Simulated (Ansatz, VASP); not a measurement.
Be3N2: VASP beside Ansatz

```
Be N
1.0
     1.43926    0.83096    4.73557
    -1.43926    0.83096    4.73557
     0.00000   -1.66191    4.73557
Be N
3 2
Direct
  0.85900 0.85900 0.85900
  0.31769 0.31769 0.31769
  0.08881 0.08881 0.08881
  0.20416 0.20416 0.20416
  0.70843 0.70843 0.70843
```

Alike in both runs: task single point; functional LDA; k mesh 12 × 12 × 12; occupations gaussian, width 0.05 eV; no spin polarisation.

```csv
,VASP,Ansatz
version,VASP 6.6.1,Ansatz 0.2.0
potentials or method,"VASP PAW LDA potentials, release 64 (Be, N), cutoff 520 eV","scalar-relativistic, plane waves, PAW"
valence electrons in the cell,16,16
```

Ansatz gave:

| Property | Result |
| --- | --- |
| gap on the k mesh at the Fermi level (eV) | 2.84 |
| least direct gap on the mesh (eV) | 3.62 |
| pressure (GPa) | -7.7 |
| traceless stress, the component that is largest in VASP (GPa) | 11.42 |
| rms of the force components (eV/Å) | 0.100 |

**Question.** What did VASP give for the same quantities?

**Answer.** gap on the k mesh at the Fermi level (eV): 2.82; least direct gap on the mesh (eV): 3.61; pressure (GPa): -7.2; traceless stress, the component that is largest in VASP (GPa): 11.33; rms of the force components (eV/Å): 0.097.

LDA's correlation is that of Perdew and Zunger in VASP and of Perdew and Wang (1992) in Ansatz. Atom by atom the forces differ by 0.005 eV/Å (rms over components).
